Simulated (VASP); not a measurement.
Set up this calculation in VASP 6.6.1, as the native input.

```
Task                   : single point
Functional             : PBEsol
Potentials or basis    : VASP PAW PBE potentials, release 64 (Co_sv, Si)
Cutoff                 : 600 eV
k mesh                 : 7 × 7 × 7
Occupations            : fermi-dirac, width 0.05 eV
Spin                   : collinear spin, ferromagnetic start
Starting moments       : [0.5, 0.0, 0.0] μB
Fixed moment           : 0.5 μB
Dipole correction      : no
Second run             : valence_matched
Further INCAR settings : ALGO = Normal; EDIFF = 1e-06; NBANDS = 24
```

The structure of CoSi2 lies in POSCAR:

```
CoSi2
1.0
    0.0000000000      2.6780000000      2.6780000000
    2.6780000000      0.0000000000      2.6780000000
    2.6780000000      2.6780000000      0.0000000000
Co Si
1 2
Direct
    0.0000000000      0.0000000000      0.0000000000
    0.7500000000      0.7500000000      0.7500000000
    0.2500000000      0.2500000000      0.2500000000
```

The input as run:

INCAR

```
  PREC = Accurate
  ENCUT = 600
  EDIFF = 1E-6
  ISMEAR = -1
  SIGMA = 0.05
  LREAL = False
  LASPH = True
  NELM = 200
  ALGO = Normal
  ISIF = 2
  LWAVE = False
  LCHARG = True
  ISPIN = 2
  MAGMOM = 0.5 0 0
  LORBIT = 11
  NUPDOWN = 0.5
  LMAXMIX = 4
  GGA = PS
  LELF = True
  LVHAR = True
  NBANDS = 24
  GGA_COMPAT = False
```

KPOINTS

```
Automatic mesh
0
Gamma
  7 7 7
```

Potentials or basis: VASP PAW PBE potentials, release 64 (Co_sv, Si).

Run with:

```sh
$ cat potpaw_PBE.64/Co_sv/POTCAR potpaw_PBE.64/Si/POTCAR > POTCAR
$ mpirun -np 1 vasp_std > vasp.out
```

It gave:

| Item | Value |
| --- | --- |
| Pressure | -4.6 GPa |
| Net moment | 0.50 μB per cell |
| Site moments | Co +0.26; Si +0.04 μB |
| Valence electrons inside the program's atomic spheres | Co 15.32; Si 1.59 |

Caveat: the PAW data sets were made with another functional, which shifts forces and pressure a little; the total moment is fixed, so each spin has its own Fermi level.

Run time: 34 s on 1 thread of Intel(R) Xeon(R) Platinum 8488C (Sapphire Rapids), on a shared host, peak memory 0.2 GiB.
